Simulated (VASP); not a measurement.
# Ga3As3H in VASP: notebook

Runs on Ga3As3H. Level: PBE. Tasks: single point.

Program: VASP 6.6.1. These are calculated values, not measurements. Logs are shortened: lines on timing, memory, paths and dates and some standing lists are left out, and cuts for length are marked.

## (1) The cell of the first run

The cell holds a slab with vacuum, 7 atoms: a = 4.063 Å, b = 5.746 Å, c = 19.892 Å, α = 90.00°, β = 90.00°, γ = 90.00°.

## (2) Single point, PBE, collinear spin

INCAR reads:

```
ALGO = Normal ; DIPOL = 0.5 0.5 0.327
EDIFF = 1E-7 ; ENCUT = 520
GGA = PE ; IDIPOL = 3
ISIF = 2 ; ISMEAR = 0
ISPIN = 2 ; LASPH = T
LCHARG = F ; LDIPOL = T
LORBIT = 11 ; LREAL = F
LWAVE = F ; MAGMOM = 0 0 0 0 0 0 1
NBANDS = 40 ; NELM = 150
PREC = Accurate ; SIGMA = 0.05
```

KPOINTS reads:

```
k-points
0
Gamma
  7 5 1
```

POSCAR reads:

```
Ga3As3H
1.0
    4.0629609251      0.0000000000      0.0000000000
    0.0000000000      5.7458944437      0.0000000000
    0.0000000000      0.0000000000     19.8924416078
Ga As H
3 3 1
Direct
    0.5000000000      0.5000000000      0.2010813996
    0.0000000000      0.0635976529      0.3146195102
    0.5000000000      0.4877931194      0.3796180525
    0.0000000000      0.2500000000      0.2010813996
    0.5000000000      0.8095618192      0.2945553866
    0.0000000000      0.2894088168      0.4218909761
    0.1666666667      1.1227421501      0.4735160884
```

Potentials or basis: VASP PAW PBE potentials, release 64 (Ga_d, As, H).

Run with:

```
$ cat potpaw_PBE.64/Ga_d/POTCAR potpaw_PBE.64/As/POTCAR potpaw_PBE.64/H/POTCAR > POTCAR
$ mpirun -np 1 vasp_std > vasp.out
```

OUTCAR:

```text
EDIFF = 1E-7
   ENCUT = 520
   GGA = PE
   ISIF = 2
   ISMEAR = 0
   ISPIN = 2
   LASPH = T
   LORBIT = 11
   LREAL = F
   NELM = 150
   PREC = Accurate

 ion  position               nearest neighbor table
   1  0.500  0.500  0.201-   4 2.49   4 2.49   5 2.57
   2  0.000  0.064  0.315-   6 2.50   4 2.50   5 2.53   5 2.53
   3  0.500  0.488  0.380-   6 2.48   6 2.48   5 2.51
   4  0.000  0.250  0.201-   1 2.49   1 2.49   2 2.50
   5  0.500  0.810  0.295-   3 2.51   2 2.53   2 2.53   1 2.57
   6  0.000  0.289  0.422-   7 1.56   3 2.48   3 2.48   2 2.50
   7  0.167  0.123  0.474-   6 1.56

  LATTYP: Found a simple orthorhombic cell.
 ALAT       =     4.0629609251
 B/A-ratio  =     1.4142135624
 C/A-ratio  =     4.8960455132

  Lattice vectors:

 A1 = (   4.0629609251,   0.0000000000,   0.0000000000)
 A2 = (   0.0000000000,   5.7458944437,   0.0000000000)
 A3 = (   0.0000000000,   0.0000000000,  19.8924416078)

Analysis of symmetry for initial positions (statically):
=====================================================================
 Subroutine PRICEL returns:
 Original cell was already a primitive cell.

 Routine SETGRP: Setting up the symmetry group for a
 simple orthorhombic supercell.

 Subroutine GETGRP returns: Found  1 space group operations
 (whereof  1 operations were pure point group operations)
 out of a pool of  8 trial point group operations.

The static configuration has the point symmetry C_1 .

Analysis of symmetry for dynamics (positions and initial velocities):
=====================================================================
 Subroutine PRICEL returns:
 Original cell was already a primitive cell.

 Routine SETGRP: Setting up the symmetry group for a
 simple orthorhombic supercell.

 Subroutine GETGRP returns: Found  1 space group operations
 (whereof  1 operations were pure point group operations)
 out of a pool of  8 trial point group operations.

The dynamic configuration has the point symmetry C_1 .

Analysis of structural, dynamic, and magnetic symmetry:
=====================================================================
 Subroutine PRICEL returns:
 Original cell was already a primitive cell.

 Routine SETGRP: Setting up the symmetry group for a
 simple orthorhombic supercell.

 Subroutine GETGRP returns: Found  1 space group operations
 (whereof  1 operations were pure point group operations)
 out of a pool of  8 trial point group operations.

The overall configuration has the point symmetry C_1 .

 Subroutine INISYM returns: Found  1 space group operations
 (whereof  1 operations are pure point group operations),
 and found     1 'primitive' translations

----------------------------------------------------------------------------------------

                                     Primitive cell

  volume of cell :     464.3959

  direct lattice vectors                    reciprocal lattice vectors
     4.062960925  0.000000000  0.000000000     0.246125921  0.000000000  0.000000000
     0.000000000  5.745894444  0.000000000     0.000000000  0.174037308  0.000000000
     0.000000000  0.000000000 19.892441608     0.000000000  0.000000000  0.050270350

  length of vectors
     4.062960925  5.745894444 19.892441608     0.246125921  0.174037308  0.050270350

  position of ions in fractional coordinates (direct lattice)
     0.500000000  0.500000000  0.201081400
     0.000000000  0.063597653  0.314619510
     0.500000000  0.487793119  0.379618052
     0.000000000  0.250000000  0.201081400
     0.500000000  0.809561819  0.294555387
     0.000000000  0.289408817  0.421890976
     0.166666667  0.122742150  0.473516088

  ion indices of the primitive-cell ions
   primitive index   ion index
                 1           1
                 2           2
                 3           3
                 4           4
                 5           5
                 6           6
                 7           7

----------------------------------------------------------------------------------------

 KPOINTS: k-points

Automatic generation of k-mesh.
 Grid dimensions read from file:
 generate k-points for:    7    5    1

 Generating k-lattice:

  Cartesian coordinates                     Fractional coordinates (reciprocal lattice)
     0.035160846  0.000000000  0.000000000     0.142857143  0.000000000  0.000000000
     0.000000000  0.034807462  0.000000000     0.000000000  0.200000000  0.000000000
     0.000000000  0.000000000  0.050270350     0.000000000  0.000000000  1.000000000

  Length of vectors
     0.035160846  0.034807462  0.050270350

  Shift w.r.t. Gamma in fractional coordinates (k-lattice)
     0.000000000  0.000000000  0.000000000

 Subroutine IBZKPT returns following result:
 ===========================================

 Found     18 irreducible k-points:

 Following reciprocal coordinates:
            Coordinates               Weight
  0.000000  0.000000  0.000000      1.000000
  0.142857  0.000000  0.000000      2.000000
  0.285714  0.000000  0.000000      2.000000
  0.428571  0.000000  0.000000      2.000000
  0.000000  0.200000  0.000000      2.000000
  0.142857  0.200000  0.000000      2.000000
[... 10 lines left out ...]
  0.428571  0.400000  0.000000      2.000000
  0.428571 -0.400000  0.000000      2.000000
   k-points           NKPTS =     18   k-points in BZ     NKDIM =     18   number of bands    NBANDS=     40
   number of dos      NEDOS =    301   number of ions     NIONS =      7
   total plane-waves  NPLWV = 216000
   dimension x,y,z NGX =    30 NGY =   48 NGZ =  150
   dimension x,y,z NGXF=    60 NGYF=   96 NGZF=  300
   ions per type =               3   3   1
   NGX,Y,Z   is equivalent  to a cutoff of  12.28, 13.89, 12.54 a.u.
   NGXF,Y,Z  is equivalent  to a cutoff of  24.55, 27.78, 25.07 a.u.
 SYSTEM =  unknown system
   PREC   = accura    normal or accurate (medium, high low for compatibility)
   ISTART =      0    job   : 0-new  1-cont  2-samecut
   ICHARG =      2    charge: 1-file 2-atom 10-const
   ISPIN  =      2    spin polarized calculation?
   LNONCOLLINEAR =      F non collinear calculations
   LSORBIT =      F    spin-orbit coupling
   LASPH  =      T    aspherical Exc in radial PAW
   ENCUT  =  520.0 eV  38.22 Ry    6.18 a.u.   7.55 10.68 36.99*2*pi/ulx,y,z
   NELM   =    150;   NELMIN=  2; NELMDL= -5     # of ELM steps
   EDIFF  = 0.1E-06   stopping-criterion for ELM
   LREAL  =      F    real-space projection
   EDIFFG = 0.1E-05   stopping-criterion for IOM
   NSW    =      0    number of steps for IOM
   IBRION =     -1    ionic relax: 0-MD 1-quasi-New 2-CG
   NFREE  =      0    steps in history (QN), initial steepest desc. (CG)
   ISIF   =      2    stress and relaxation
   ISYM   =      2    0-nonsym 1-usesym 2-fastsym
   POTIM  = 0.5000    time-step for ionic-motion
   TEBEG  =    0.0;   TEEND  =   0.0 temperature during run
   PSTRESS=    0.0 pullay stress
   NELECT =      55.0000    total number of electrons
   NUPDOWN=      -1.0000    fix difference up-down
   EMIN   =  10.00;   EMAX   =-10.00  energy-range for DOS
   EFERMI =   0.00;   METHOD = LEGACY
   ISMEAR =     0;   SIGMA  =   0.05  broadening in eV -4-tet -1-fermi 0-gaus
   EFERMI_NEDOS =   21; number of points for ismear=-14 and -15
   IALGO  =     38    algorithm
   IMIX   =      4    mixing-type and parameters
     AMIX     =   0.40;   BMIX     =  1.00
     AMIX_MAG =   1.60;   BMIX_MAG =  1.00
  volume/ion in A,a.u.               =      66.34       447.70
  Fermi-wavevector in a.u.,A,eV,Ry     =   0.803957  1.519259  8.794087  0.646347
  Thomas-Fermi vector in A             =   1.911923
   LORBIT       =     11    0 simple, 1 ext, 2 COOP (PROOUT), +10 PAW based schemes
   GGA     = PE    functional components
   LHFCALC =     F    Hartree Fock is set to
   AEXX    =    0.0000 exact exchange contribution
   IVDW    =     0    specifies the selected vdW correction
   LEPSILON=     F    determine dielectric tensor
   LRPA    =     F    only Hartree local field effects (RPA)
 spin polarized calculation
 Gauss-broadening in eV      SIGMA  =   0.05
  energy-cutoff  :      520.00
  volume of cell :      464.40
 maximum number of plane-waves:     12539
 NGX is ok and might be reduce to    30
   NGX = 15   NGY = 21   NGZ = 73

 dipolmoment           0.000000      0.000000      0.000062 electrons x Angstroem

 number of electron      55.0000039 magnetization       0.0000083

 dipolmoment           0.000000      0.000000     -0.113352 electrons x Angstroem

 Free energy of the ion-electron system (eV)
  ---------------------------------------------------
  ext. energy  EPLUGINS =         0.00000000
  ---------------------------------------------------
  free energy    TOTEN  =       -25.12682807 eV

  energy without entropy =      -25.12293034  energy(sigma->0) =      -25.12487920

 E-fermi :  -1.2207     XC(G=0):  -3.7205

 val. band max:       -1.2432770431   @ k =   0.2857   0.2000   0.0000
 cond. band min:      -1.2054346365   @ k =   0.1429   0.0000   0.0000
 fundamental gap:      0.0378424065
 Fermi energy:        -1.2207301529

 spin component 1

 k-point     1 :       0.0000    0.0000    0.0000
  band No.  band energies     occupation
      1     -17.1021      1.00000
      2     -17.0261      1.00000
      3     -17.0041      1.00000
      4     -16.9833      1.00000
      5     -16.9681      1.00000
      6     -16.6762      1.00000
[... 31 lines left out ...]
     38       2.8973      0.00000
     39       3.1023      0.00000

 k-point     2 :       0.1429    0.0000    0.0000
  band No.  band energies     occupation
      1     -17.0974      1.00000
      2     -17.0280      1.00000
      3     -17.0057      1.00000
      4     -16.9870      1.00000
      5     -16.9680      1.00000
      6     -16.6737      1.00000
[... 661 lines left out ...]
     38       4.0139      0.00000
     39       4.4311      0.00000

 k-point    18 :       0.4286   -0.4000    0.0000
  band No.  band energies     occupation
      1     -17.0831      1.00000
      2     -17.0380      1.00000
      3     -17.0186      1.00000
      4     -16.9843      1.00000
      5     -16.9673      1.00000
      6     -16.6776      1.00000
[... 31 lines left out ...]
     38       4.0941      0.00000
     39       4.4013      0.00000
 Fermi energy:        -1.2207301529

 spin component 2

 k-point     1 :       0.0000    0.0000    0.0000
  band No.  band energies     occupation
      1     -17.1021      1.00000
      2     -17.0261      1.00000
      3     -17.0041      1.00000
      4     -16.9833      1.00000
      5     -16.9681      1.00000
      6     -16.6762      1.00000
[... 31 lines left out ...]
     38       2.8981      0.00000
     39       3.1023      0.00000

 k-point     2 :       0.1429    0.0000    0.0000
  band No.  band energies     occupation
      1     -17.0974      1.00000
      2     -17.0280      1.00000
      3     -17.0057      1.00000
      4     -16.9870      1.00000
      5     -16.9680      1.00000
      6     -16.6737      1.00000
[... 661 lines left out ...]
     38       4.0139      0.00000
     39       4.4311      0.00000

 k-point    18 :       0.4286   -0.4000    0.0000
  band No.  band energies     occupation
      1     -17.0831      1.00000
      2     -17.0380      1.00000
      3     -17.0186      1.00000
      4     -16.9843      1.00000
      5     -16.9673      1.00000
      6     -16.6776      1.00000
[... 31 lines left out ...]
     38       4.0941      0.00000
     39       4.4012      0.00000
 [bands above 39 left out]

------------------------ aborting loop because EDIFF is reached ----------------------------------------

 vacuum level on the upper side and lower side of the slab       (xc-potential included)        -0.496         0.372

  FORCE on cell =-STRESS in cart. coord.  units (eV):
  Direction    XX          YY          ZZ          XY          YZ          ZX
  --------------------------------------------------------------------------------------
  -------------------------------------------------------------------------------------
  Total        1.0913636     -0.8674903     -0.8657682     -0.0775853      1.0014658     -0.2153888
  in kB        3.7652313     -2.9928629     -2.9869218     -0.2676711      3.4550816     -0.7430965
  external PRESSURE =      -0.7381845 kB  Pullay stress =       0.0000000 kB

 VOLUME and BASIS-vectors are now :
 -----------------------------------------------------------------------------
  energy-cutoff  :      520.00
  volume of cell :      464.40
      direct lattice vectors                 reciprocal lattice vectors
     4.062960925  0.000000000  0.000000000     0.246125921  0.000000000  0.000000000
     0.000000000  5.745894444  0.000000000     0.000000000  0.174037308  0.000000000
     0.000000000  0.000000000 19.892441608     0.000000000  0.000000000  0.050270350

 POSITION                                       TOTAL-FORCE (eV/Angst)
 -----------------------------------------------------------------------------------
      2.03148      2.87295      4.00000         0.024893     -0.355480      0.470931
      0.00000      0.36543      6.25855        -0.007661     -0.077591     -0.538597
      2.03148      2.80281      7.55153        -0.537371      0.336628     -0.198479
      0.00000      1.43647      4.00000        -0.001647      0.161599     -0.300178
      2.03148      4.65166      5.85943         0.096612     -0.116919      0.578121
      0.00000      1.66291      8.39244         0.753287      0.079067     -0.054110
      0.67716      0.70526      9.41939        -0.328113     -0.027304      0.042312
 -----------------------------------------------------------------------------------
    total drift:                               -0.000056      0.000652      0.000735

  FREE ENERGIE OF THE ION-ELECTRON SYSTEM (eV)
  ---------------------------------------------------
  free  energy   TOTEN  =       -25.1268280655 eV

  energy  without entropy=      -25.1229303398  energy(sigma->0) =      -25.12487920

 vacuum level on the upper side and lower side of the slab         2.021         2.902

 total charge

# of ion       s       p       d       tot
------------------------------------------
    1        0.989   0.588   9.962  11.539
    2        0.894   0.724   9.982  11.601
    3        0.989   0.612   9.963  11.564
    4        1.266   1.446   0.024   2.735
    5        1.258   1.460   0.029   2.747
    6        1.224   1.555   0.044   2.823
    7        0.508   0.016   0.000   0.524
--------------------------------------------------
tot          7.128   6.400  30.005  43.532

 magnetization (x)

# of ion       s       p       d       tot
------------------------------------------
    1        0.000   0.000  -0.000   0.000
    2        0.000  -0.000   0.000   0.000
    3        0.000   0.000   0.000   0.000
    4       -0.000   0.000   0.000   0.000
    5        0.000   0.000   0.000   0.000
    6        0.000  -0.000   0.000   0.000
    7        0.000  -0.000   0.000   0.000
--------------------------------------------------
tot          0.000   0.000   0.000   0.000
```

It took 37 min on 1 thread of Oxide Virtual Turin-like, shared host; peak memory 0.92 GiB.

Results:

```
Free energy                                           : -25.1268 eV
Largest force                                         : 0.759 eV/Å
Net moment                                            : 0.00 μB per cell
Valence electrons inside the program's atomic spheres : Ga 11.54, 11.60, 11.56; As 2.73, 2.75, 2.82; H 0.52
```

Forces in eV/Å, atoms in the order of the input:
```
Ga   0.025 -0.355  0.471
Ga  -0.008 -0.078 -0.539
Ga  -0.537  0.337 -0.198
As  -0.002  0.162 -0.300
As   0.097 -0.117  0.578
As   0.753  0.079 -0.054
H   -0.328 -0.027  0.042
```

## (3) Single point, PBE, collinear spin

INCAR reads:

```
SYSTEM = Ga3As3H
PREC = Accurate
ENCUT = 520
EDIFF = 1E-6
ISMEAR = 0
SIGMA = 0.05
LREAL = .FALSE.
LASPH = .TRUE.
NELM = 150
ALGO = Normal
ISIF = 2
LWAVE = .FALSE.
LCHARG = .TRUE.
ISPIN = 2
MAGMOM = 0 0 0 0 0 0 1
LORBIT = 11
LDIPOL = .TRUE.
IDIPOL = 3
DIPOL = 0.5 0.5 0.329
GGA = PE
LELF = .TRUE.
LVHAR = .TRUE.
LVACPOTAV = .TRUE.
NBANDS = 40
```

KPOINTS reads:

```
Automatic mesh
0
G
  7 5 1
  0 0 0
```

POSCAR: that of step 2 with these lines changed.

```diff
@@ -14,2 +14,2 @@
     0.0000000000      0.2894088168      0.4218909761
-    0.1666666667      1.1227421501      0.4735160884
+    0.1666666667      0.2894088168      0.4924030309
```

Potentials or basis: VASP PAW PBE potentials, release 64 (Ga_d, As, H).

Run with:

```
$ cat potpaw_PBE.64/Ga_d/POTCAR potpaw_PBE.64/As/POTCAR potpaw_PBE.64/H/POTCAR > POTCAR
$ mpirun -np 1 vasp_std > vasp.out
```

Wall time 38 min (1 thread of Oxide Virtual Turin-like, shared host); peak memory 0.91 GiB.

The run converged. Its results:

| Quantity | Value |
| --- | --- |
| Free energy | -24.8906 eV |
| Largest force | 0.946 eV/Å |
| Net moment | 0.00 μB per cell |
| Valence electrons inside the program's atomic spheres | Ga 11.54, 11.59, 11.57; As 2.73, 2.75, 2.82; H 0.52 |

Forces on the atoms (eV/Å):
```
Ga  -0.030 -0.230  0.423
Ga   0.073 -0.598 -0.729
Ga  -0.284  0.532 -0.391
As   0.089  0.251 -0.099
As   0.064 -0.173  0.628
As   0.309  0.604  0.109
H   -0.221 -0.386  0.059
```

Levels at points of the mesh, in eV from the Fermi level:
Spin up:
```tsv
k point	band 23	band 24	band 25	band 26	band 27	band 28	band 29	band 30	band 31	band 32
(0.00, 0.00, 0.00)	-3.27	-2.69	-2.16	-1.92	-0.89	-0.40	0.30	0.68	1.56	2.29
```
Spin down:
```csv
k point,band 23,band 24,band 25,band 26,band 27,band 28,band 29,band 30,band 31,band 32
"(0.00, 0.00, 0.00)",-3.27,-2.69,-2.16,-1.92,-0.89,-0.40,0.30,0.68,1.56,2.29
```
